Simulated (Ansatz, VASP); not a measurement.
## One calculation of InCu2, two programs

Contents of INCAR:

```
SYSTEM = InCu2
PREC = Accurate
ENCUT = 520
EDIFF = 1E-7
ISMEAR = -1
SIGMA = 0.05
LREAL = .FALSE.
LASPH = .TRUE.
NELM = 100
ALGO = Normal
ISIF = 2
LWAVE = .FALSE.
LCHARG = .FALSE.
GGA = CA
NBANDS = 44
```

Contents of KPOINTS:

```
Automatic mesh
0
G
  9 9 6
  0 0 0
```

The input POSCAR:

```
InCu2
1.0
    4.3283297740      0.0000000000      0.0000000000
   -2.1641648870      3.7484435402      0.0000000000
    0.0000000000      0.0000000000      5.2140339691
In Cu
2 4
Direct
    0.3333333333      0.6666666667      0.7500000000
    0.6666666667      0.3333333333      0.2500000000
    0.3333333333      0.6666666667      0.2500000000
    0.6666666667      0.3333333333      0.7500000000
    0.0000000000      0.0000000000      0.0000000000
    0.0000000000      0.0000000000      0.5000000000
```

Input for Ansatz:

```yaml
crystal:
  lattice:
    - [4.328329774, 0.0, 0.0]
    - [-2.164164887, 3.7484435402, 0.0]
    - [0.0, 0.0, 5.2140339691]
  atoms:
    - { symbol: In, position: [0.3333333333, 0.6666666667, 0.75] }
    - { symbol: In, position: [0.6666666667, 0.3333333333, 0.25] }
    - { symbol: Cu, position: [0.3333333333, 0.6666666667, 0.25] }
    - { symbol: Cu, position: [0.6666666667, 0.3333333333, 0.75] }
    - { symbol: Cu, position: [0.0, 0.0, 0.0] }
    - { symbol: Cu, position: [0.0, 0.0, 0.5] }
kpoints:
  mp_grid: { grid: [9, 9, 6] }
scf:
  occupations: { method: fermi_dirac, width: 0.05 }
hamiltonian:
  xc: lda
  pseudopotentials: { kind: all_electron, lapw: { basis_error: 0.0005 } }
output:
  forces: true
  stress: true
  eigenvalues: true
```

Alike in both runs: task single point; functional LDA; k mesh 9 × 9 × 6; occupations fermi-dirac, width 0.05 eV; no spin polarisation.

```csv
,VASP,Ansatz
version,VASP 6.6.1,Ansatz 0.2.0
potentials or method,"VASP PAW LDA potentials, release 64 (In_d, Cu), cutoff 520 eV","all-electron LAPW, scalar-relativistic"
```

|  | VASP | Ansatz | Ansatz less VASP |
| --- | --- | --- | --- |
| pressure (GPa) | 0.6 | 0.0 | -0.54 |

LDA's correlation is that of Perdew and Zunger in VASP and of Perdew and Wang (1992) in Ansatz. Ansatz ran all-electron here, and VASP with PAW potentials.
